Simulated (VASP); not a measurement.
# MgO (I4mm) in VASP: a series of runs

MgO is run at these levels: PBE; tasks: single point.

Program: VASP 6.6.1. These are calculated values, not measurements. Logs are shortened: lines on timing, memory, paths and dates and some standing lists are left out, and cuts for length are marked.

### 1 The cell of the first run

Symmetry: I4mm, No. 107, tetragonal system. Conventional cell: a = 3.033 Å, b = 3.033 Å, c = 4.290 Å, α = 90.00°, β = 90.00°, γ = 90.00°. Within 2.6 Å of Mg (site symmetry 4mm) lie 6 O at 1.93 to 2.36 Å. O (site symmetry 4mm) has 6 Mg at 1.93 to 2.36 Å within 2.6 Å.

### 2 Single point, PBE (atoms displaced along a vibrational mode, the cell strained)

Input file INCAR:

```
  ALGO = Normal
  EDIFF = 1E-6
  ENCUT = 840
  GGA = PE
  GGA_COMPAT = F
  ISIF = 2
  ISMEAR = 0
  LASPH = T
  LCHARG = T
  LELF = T
  LREAL = F
  LVHAR = T
  LWAVE = F
  NBANDS = 15
  NELM = 120
  PREC = Accurate
  SIGMA = 0.05
```

Input file KPOINTS:

```
k-points
0
Gamma
  10 10 10
```

Input file POSCAR:

```
MgO
1.0
    0.0000000000      2.1448745921      2.1448745921
    2.1448745921      0.0000000000      2.1448745921
    2.1448745921      2.1448745921      0.0000000000
Mg O
1 1
Direct
    0.0199592763      0.0199592763     -0.0199592763
    0.4696787168      0.4696787168      0.5303212832
```

Potentials or basis: VASP PAW PBE potentials, release 64 (Mg_sv, O).

Launch:

```bash
cat potpaw_PBE.64/Mg_sv/POTCAR potpaw_PBE.64/O/POTCAR > POTCAR
mpirun -np 1 vasp_std > vasp.out
```

OUTCAR:

```text
EDIFF = 1E-6
   ENCUT = 840
   GGA = PE
   ISIF = 2
   ISMEAR = 0
   LASPH = T
   LREAL = F
   NELM = 120
   PREC = Accurate

 ion  position               nearest neighbor table
   1  0.020  0.020  0.980-   2 1.93
   2  0.470  0.470  0.530-   1 1.93

  LATTYP: Found a face centered cubic cell.
 ALAT       =     4.2897491842

  Lattice vectors:

 A1 = (   0.0000000000,   2.1448745921,   2.1448745921)
 A2 = (   2.1448745921,   0.0000000000,   2.1448745921)
 A3 = (   2.1448745921,   2.1448745921,   0.0000000000)

Analysis of symmetry for initial positions (statically):
=====================================================================
 Subroutine PRICEL returns:
 Original cell was already a primitive cell.

 Routine SETGRP: Setting up the symmetry group for a
 face centered cubic supercell.

 Subroutine GETGRP returns: Found  8 space group operations
 (whereof  8 operations were pure point group operations)
 out of a pool of 48 trial point group operations.

The static configuration has the point symmetry C_4v.

Analysis of symmetry for dynamics (positions and initial velocities):
=====================================================================
 Subroutine PRICEL returns:
 Original cell was already a primitive cell.

 Routine SETGRP: Setting up the symmetry group for a
 face centered cubic supercell.

 Subroutine GETGRP returns: Found  8 space group operations
 (whereof  8 operations were pure point group operations)
 out of a pool of 48 trial point group operations.

The dynamic configuration has the point symmetry C_4v.

 Subroutine INISYM returns: Found  8 space group operations
 (whereof  8 operations are pure point group operations),
 and found     1 'primitive' translations

----------------------------------------------------------------------------------------

                                     Primitive cell

  volume of cell :      19.7349

  direct lattice vectors                    reciprocal lattice vectors
     0.000000000  2.144874592  2.144874592    -0.233113862  0.233113862  0.233113862
     2.144874592  0.000000000  2.144874592     0.233113862 -0.233113862  0.233113862
     2.144874592  2.144874592  0.000000000     0.233113862  0.233113862 -0.233113862

  length of vectors
     3.033310738  3.033310738  3.033310738     0.403765053  0.403765053  0.403765053

  position of ions in fractional coordinates (direct lattice)
     0.019959276  0.019959276  0.980040724
     0.469678717  0.469678717  0.530321283

  ion indices of the primitive-cell ions
   primitive index   ion index
                 1           1
                 2           2

----------------------------------------------------------------------------------------

 KPOINTS: k-points

Automatic generation of k-mesh.
 Grid dimensions read from file:
 generate k-points for:   10   10   10

 Generating k-lattice:

  Cartesian coordinates                     Fractional coordinates (reciprocal lattice)
    -0.023311386  0.023311386  0.023311386     0.100000000  0.000000000  0.000000000
     0.023311386 -0.023311386  0.023311386     0.000000000  0.100000000  0.000000000
     0.023311386  0.023311386 -0.023311386     0.000000000  0.000000000  0.100000000

  Length of vectors
     0.040376505  0.040376505  0.040376505

  Shift w.r.t. Gamma in fractional coordinates (k-lattice)
     0.000000000  0.000000000  0.000000000

 Subroutine IBZKPT returns following result:
 ===========================================

 Found    102 irreducible k-points:

 Following reciprocal coordinates:
            Coordinates               Weight
  0.000000  0.000000  0.000000      1.000000
  0.100000  0.000000  0.000000      8.000000
  0.200000  0.000000  0.000000      8.000000
  0.300000  0.000000  0.000000      8.000000
  0.400000  0.000000  0.000000      8.000000
  0.500000  0.000000  0.000000      4.000000
[... 16 lines left out ...]
 -0.100000  0.100000  0.000000      4.000000
  0.000000 -0.100000  0.100000      8.000000
 [... further k-points ...]
   k-points           NKPTS =    102   k-points in BZ     NKDIM =    102   number of bands    NBANDS=     15
   number of dos      NEDOS =    301   number of ions     NIONS =      2
   total plane-waves  NPLWV =  27000
   dimension x,y,z NGX =    30 NGY =   30 NGZ =   30
   dimension x,y,z NGXF=    60 NGYF=   60 NGZF=   60
   ions per type =               1   1
   NGX,Y,Z   is equivalent  to a cutoff of  16.44, 16.44, 16.44 a.u.
   NGXF,Y,Z  is equivalent  to a cutoff of  32.88, 32.88, 32.88 a.u.
 SYSTEM =  unknown system
   PREC   = accura    normal or accurate (medium, high low for compatibility)
   ISTART =      0    job   : 0-new  1-cont  2-samecut
   ICHARG =      2    charge: 1-file 2-atom 10-const
   ISPIN  =      1    spin polarized calculation?
   LNONCOLLINEAR =      F non collinear calculations
   LSORBIT =      F    spin-orbit coupling
   LASPH  =      T    aspherical Exc in radial PAW
   ENCUT  =  840.0 eV  61.74 Ry    7.86 a.u.   7.17  7.17  7.17*2*pi/ulx,y,z
   NELM   =    120;   NELMIN=  2; NELMDL= -5     # of ELM steps
   EDIFF  = 0.1E-05   stopping-criterion for ELM
   LREAL  =      F    real-space projection
   EDIFFG = 0.1E-04   stopping-criterion for IOM
   NSW    =      0    number of steps for IOM
   IBRION =     -1    ionic relax: 0-MD 1-quasi-New 2-CG
   NFREE  =      0    steps in history (QN), initial steepest desc. (CG)
   ISIF   =      2    stress and relaxation
   ISYM   =      2    0-nonsym 1-usesym 2-fastsym
   POTIM  = 0.5000    time-step for ionic-motion
   TEBEG  =    0.0;   TEEND  =   0.0 temperature during run
   PSTRESS=    0.0 pullay stress
   NELECT =      16.0000    total number of electrons
   NUPDOWN=      -1.0000    fix difference up-down
   EMIN   =  10.00;   EMAX   =-10.00  energy-range for DOS
   EFERMI =   0.00;   METHOD = LEGACY
   ISMEAR =     0;   SIGMA  =   0.05  broadening in eV -4-tet -1-fermi 0-gaus
   EFERMI_NEDOS =   21; number of points for ismear=-14 and -15
   IALGO  =     38    algorithm
   IMIX   =      4    mixing-type and parameters
     AMIX     =   0.40;   BMIX     =  1.00
     AMIX_MAG =   1.60;   BMIX_MAG =  1.00
  volume/ion in A,a.u.               =       9.87        66.59
  Fermi-wavevector in a.u.,A,eV,Ry     =   1.526521  2.884707 31.705219  2.330268
  Thomas-Fermi vector in A             =   2.634543
   LORBIT       =      0    0 simple, 1 ext, 2 COOP (PROOUT), +10 PAW based schemes
   GGA     = PE    functional components
   LHFCALC =     F    Hartree Fock is set to
   AEXX    =    0.0000 exact exchange contribution
   IVDW    =     0    specifies the selected vdW correction
   LEPSILON=     F    determine dielectric tensor
   LRPA    =     F    only Hartree local field effects (RPA)
 non-spin polarized calculation
 Gauss-broadening in eV      SIGMA  =   0.05
  energy-cutoff  :      840.00
  volume of cell :       19.73
 maximum number of plane-waves:      1106
 NGX is ok and might be reduce to    30
   NGX = 15   NGY = 15   NGZ = 15

 number of electron      15.9999999 magnetization

 Free energy of the ion-electron system (eV)
  ---------------------------------------------------
  ext. energy  EPLUGINS =         0.00000000
  ---------------------------------------------------
  free energy    TOTEN  =       -11.76380221 eV

  energy without entropy =      -11.76380221  energy(sigma->0) =      -11.76380221

 E-fermi :   2.8442     XC(G=0): -11.1002

 val. band max:        2.4923149835   @ k =   0.0000   0.0000   0.0000
 cond. band min:       6.7124236068   @ k =   0.0000   0.0000   0.0000
 fundamental gap:      4.2201086234
 Fermi energy:         2.8442065955

 k-point     1 :       0.0000    0.0000    0.0000
  band No.  band energies     occupation
      1     -69.8804      2.00000
      2     -36.6123      2.00000
      3     -36.6123      2.00000
      4     -36.6113      2.00000
      5     -14.4702      2.00000
      6       2.4332      2.00000
      7       2.4923      2.00000
      8       2.4923      2.00000
      9       6.7124      0.00000
     10      18.0992      0.00000
     11      18.1862      0.00000
     12      18.1862      0.00000
     13      21.6974      0.00000
     14      23.5430      0.00000
     15      23.6312      0.00000

 k-point     2 :       0.1000    0.0000    0.0000
  band No.  band energies     occupation
      1     -69.8800      2.00000
      2     -36.6190      2.00000
      3     -36.6131      2.00000
      4     -36.6122      2.00000
      5     -14.3728      2.00000
      6       1.8274      2.00000
      7       2.4118      2.00000
      8       2.4347      2.00000
      9       7.3410      0.00000
     10      16.8316      0.00000
     11      18.3572      0.00000
     12      18.3884      0.00000
     13      22.7222      0.00000
     14      22.8034      0.00000
     15      23.3817      0.00000

 k-point     3 :       0.2000    0.0000    0.0000
  band No.  band energies     occupation
      1     -69.8785      2.00000
      2     -36.6367      2.00000
      3     -36.6151      2.00000
      4     -36.6141      2.00000
      5     -14.1067      2.00000
      6       0.5837      2.00000
      7       2.2642      2.00000
      8       2.2881      2.00000
      9       8.5412      0.00000
     10      15.2520      0.00000
     11      18.6914      0.00000
     12      18.7403      0.00000
     13      22.0606      0.00000
     14      22.2270      0.00000
     15      24.0378      0.00000
[... 343 lines left out ...]
 k-point    23 :      -0.1000    0.1000    0.0000
  band No.  band energies     occupation
      1     -69.8790      2.00000
      2     -36.6277      2.00000
      3     -36.6158      2.00000
      4     -36.6132      2.00000
      5     -14.2207      2.00000
      6       1.1374      2.00000
      7       2.1741      2.00000
      8       2.3979      2.00000
      9       8.1542      0.00000
     10      15.7353      0.00000
     11      18.3567      0.00000
     12      18.7673      0.00000
     13      21.3668      0.00000
     14      22.8945      0.00000
     15      24.8900      0.00000

 k-point    24 :       0.0000   -0.1000    0.1000
  band No.  band energies     occupation
      1     -69.8790      2.00000
      2     -36.6275      2.00000
      3     -36.6169      2.00000
      4     -36.6125      2.00000
      5     -14.2200      2.00000
      6       1.1485      2.00000
      7       2.1868      2.00000
      8       2.3781      2.00000
      9       8.1227      0.00000
     10      15.7746      0.00000
     11      18.3118      0.00000
     12      18.8112      0.00000
     13      21.5927      0.00000
     14      22.8889      0.00000
     15      24.5906      0.00000

 [... further k-points ...]

------------------------ aborting loop because EDIFF is reached ----------------------------------------

  FORCE on cell =-STRESS in cart. coord.  units (eV):
  Direction    XX          YY          ZZ          XY          YZ          ZX
  --------------------------------------------------------------------------------------
  -------------------------------------------------------------------------------------
  Total       -0.5297311     -0.5297311      1.2166013      0.0000000      0.0000000     -0.0000000
  in kB      -43.0061281    -43.0061281     98.7695634      0.0000000      0.0000000     -0.0000000
  external PRESSURE =       4.2524357 kB  Pullay stress =       0.0000000 kB

 VOLUME and BASIS-vectors are now :
 -----------------------------------------------------------------------------
  energy-cutoff  :      840.00
  volume of cell :       19.73
      direct lattice vectors                 reciprocal lattice vectors
     0.000000000  2.144874592  2.144874592    -0.233113862  0.233113862  0.233113862
     2.144874592  0.000000000  2.144874592     0.233113862 -0.233113862  0.233113862
     2.144874592  2.144874592  0.000000000     0.233113862  0.233113862 -0.233113862

 POSITION                                       TOTAL-FORCE (eV/Angst)
 -----------------------------------------------------------------------------------
      2.14487      2.14487      0.08562         0.000000      0.000000     -1.259728
      2.14487      2.14487      2.01480         0.000000      0.000000      1.259728
 -----------------------------------------------------------------------------------
    total drift:                               -0.000000     -0.000000      0.001871

  FREE ENERGIE OF THE ION-ELECTRON SYSTEM (eV)
  ---------------------------------------------------
  free  energy   TOTEN  =       -11.7638022114 eV

  energy  without entropy=      -11.7638022114  energy(sigma->0) =      -11.76380221
```

Run time: 44 s. Hardware: 1 thread of Intel Xeon Platinum 8375C at 2.90GHz (Ice Lake), shared host; peak memory 0.2 GiB.

What came out:

```yaml
Free_energy: -11.7638 eV
Pressure: 0.4 GPa
Largest_force: 1.260 eV/Å
Band_gap_on_the_k_mesh: 4.22 eV
```

Forces on the atoms (eV/Å):
```
Mg   0.000  0.000 -1.260
O    0.000  0.000  1.260
```

Stress tensor (GPa, compression positive):
```
-4.30  0.00  0.00
 0.00 -4.30  0.00
 0.00  0.00  9.88
```

Caveat: the cell differs from its parent crystal (atoms displaced along a vibrational mode, the cell strained); the stress differs along the axes, from -4 to 10 GPa; forces of over 1 eV/Å act on the atoms, so gaps and moduli don't describe the material at rest.

### 3 Single point, PBE (atoms displaced along a vibrational mode, the cell strained)

Input file INCAR:

```
PREC     = Accurate       # precision mode
ENCUT    = 840            # plane-wave cutoff, eV
EDIFF    = 1E-6           # SCF threshold, eV
ISMEAR   = 0              # smearing method
SIGMA    = 0.05           # smearing width, eV
LREAL    = F              # projectors in reciprocal space
LASPH    = T              # aspherical terms in the spheres
NELM     = 120            # most SCF steps
ALGO     = Normal         # electronic algorithm
ISIF     = 2              # what is computed and relaxed
LWAVE    = F              # write WAVECAR
LCHARG   = T              # write CHGCAR
GGA      = PE             # functional
LELF     = T              # ELF
LVHAR    = T            
NBANDS   = 15             # bands
GGA_COMPAT= F
```

Input file KPOINTS:

```
regular mesh
0
Gamma
  10 10 10
```

Input file POSCAR:

```
MgO
1.0
    0.0000000000      2.0916941252      2.0916941252
    2.0916941252      0.0000000000      2.0916941252
    2.0916941252      2.0916941252      0.0000000000
Mg O
1 1
Direct
    0.0133061842      0.0133061842     -0.0133061842
    0.4797858112      0.4797858112      0.5202141888
```

Potentials or basis: VASP PAW PBE potentials, release 64 (Mg_sv, O).

Launch:

```bash
cat potpaw_PBE.64/Mg_sv/POTCAR potpaw_PBE.64/O/POTCAR > POTCAR
mpirun -np 1 vasp_std > vasp.out
```

OUTCAR:

```text
PREC = Accurate
   ENCUT = 840
   EDIFF = 1E-6
   ISMEAR = 0
   LREAL = F
   LASPH = T
   NELM = 120
   ISIF = 2
   GGA = PE

 ion  position               nearest neighbor table
   1  0.013  0.013  0.987-   2 1.95   2 2.10   2 2.10   2 2.10   2 2.10
   2  0.480  0.480  0.520-   1 1.95   1 2.10   1 2.10   1 2.10   1 2.10

  LATTYP: Found a face centered cubic cell.
 ALAT       =     4.1833882504

  Lattice vectors:

[... 615 lines left out ...]
     15      26.1861      0.00000

 [... further k-points ...]

------------------------ aborting loop because EDIFF is reached ----------------------------------------

  FORCE on cell =-STRESS in cart. coord.  units (eV):
  Direction    XX          YY          ZZ          XY          YZ          ZX
  --------------------------------------------------------------------------------------
  -------------------------------------------------------------------------------------
  Total        0.8956787      0.8956787      1.8050607      0.0000000     -0.0000000      0.0000000
  in kB       78.4040171     78.4040171    158.0075644      0.0000000     -0.0000000      0.0000000
  external PRESSURE =     104.9385329 kB  Pullay stress =       0.0000000 kB

 VOLUME and BASIS-vectors are now :
 -----------------------------------------------------------------------------
  energy-cutoff  :      840.00
  volume of cell :       18.30
      direct lattice vectors                 reciprocal lattice vectors
     0.000000000  2.091694125  2.091694125    -0.239040687  0.239040687  0.239040687
     2.091694125  0.000000000  2.091694125     0.239040687 -0.239040687  0.239040687
     2.091694125  2.091694125  0.000000000     0.239040687  0.239040687 -0.239040687

 POSITION                                       TOTAL-FORCE (eV/Angst)
 -----------------------------------------------------------------------------------
      2.09169      2.09169      0.05566         0.000000      0.000000     -0.976636
      2.09169      2.09169      2.00713         0.000000      0.000000      0.976636
 -----------------------------------------------------------------------------------
    total drift:                                0.000000      0.000000     -0.000417

  FREE ENERGIE OF THE ION-ELECTRON SYSTEM (eV)
  ---------------------------------------------------
  free  energy   TOTEN  =       -11.7937246550 eV

  energy  without entropy=      -11.7937246550  energy(sigma->0) =      -11.79372466
```

Run time: 25 s. Hardware: 1 thread of Intel Xeon Platinum 8488C (Sapphire Rapids), shared host; peak memory 0.19 GiB.

Results:

```
Free energy            : -11.7937 eV
Pressure               : 10.5 GPa
Largest force          : 0.977 eV/Å
Band gap on the k mesh : 4.93 eV
```

Forces on the atoms (eV/Å):
```
Mg   0.000  0.000 -0.977
O    0.000  0.000  0.977
```

Caveat: the cell differs from its parent crystal (atoms displaced along a vibrational mode, the cell strained); the stress differs along the axes, from 8 to 16 GPa.

(Part 1 of 2 ends here.)
